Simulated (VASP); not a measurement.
Write the native input for VASP 6.6.1 that does the following.

```
Task                   : relaxation of cell and atoms
Functional             : PBE
Potentials or basis    : VASP PAW PBE potentials, release 64 (Na_pv, Al, O)
Cutoff                 : 600 eV
k mesh                 : 10 × 10 × 6
Occupations            : gaussian, width 0.1 eV
Spin                   : no spin polarisation
Dipole correction      : no
Further INCAR settings : ALGO = Normal; EDIFF = 1e-06; IBRION = 2; EDIFFG = -0.01; NSW = 100; ISIF = 3
```

The structure of Na2Al2O lies in POSCAR:

```
Na2Al2O
1.0
    3.0204468694     -3.0489429776      0.0000000000
    3.0204468694      3.0489429776      0.0000000000
    0.0000000000      0.0000000000      7.9705789435
Na Al O
2 2 1
Direct
    0.0000000000      0.5000000000      0.5000000000
    0.5000000000      0.0000000000      0.5000000000
    0.5000000000      0.5000000000      0.1673538567
    0.5000000000      0.5000000000      0.8326461433
    0.0000000000      0.0000000000      0.5000000000
```

The input as run:

INCAR

```
SYSTEM = Na2Al2O
  PREC = Accurate
  ENCUT = 600
  EDIFF = 1E-6
  ISMEAR = 0
  SIGMA = 0.1
  LREAL = .False.
  LASPH = .True.
  NELM = 100
  ALGO = Normal
  ISIF = 3
  LWAVE = .False.
  LCHARG = .False.
  GGA = PE
  IBRION = 2
  NSW = 100
  EDIFFG = -0.01
```

KPOINTS

```
Automatic mesh
0
Gamma
  10 10 6
  0 0 0
```

Potentials or basis: VASP PAW PBE potentials, release 64 (Na_pv, Al, O).

The run is started by

```bash
$ cat potpaw_PBE.64/Na_pv/POTCAR potpaw_PBE.64/Al/POTCAR potpaw_PBE.64/O/POTCAR > POTCAR
$ mpirun -np 1 vasp_std > vasp.out
```

It gave:

```json
{
  "Relaxed volume": "29.36 Å³/atom",
  "Relaxed cell": "a = 4.271 Å, b = 4.271 Å, c = 8.048 Å, α = 90.00°, β = 90.00°, γ = 90.10°",
  "Space group after relaxing (to 0.05 Å)": "P4/mmm (No. 123)",
  "Energy gained by relaxing": "2.5 meV/atom",
  "Ionic steps": "11",
  "Pressure after relaxing": "0.0 GPa",
  "Largest force after relaxing": "0.005 eV/Å",
  "Band gap on the k mesh": "zero (band 13 reaches 0.92 eV, above the bottom of band 14 at 0.08 eV)"
}
```

Run time: 14 min on 1 thread of Intel(R) Xeon(R) 6975P-C (Granite Rapids) (shared host), peak memory 0.57 GiB.
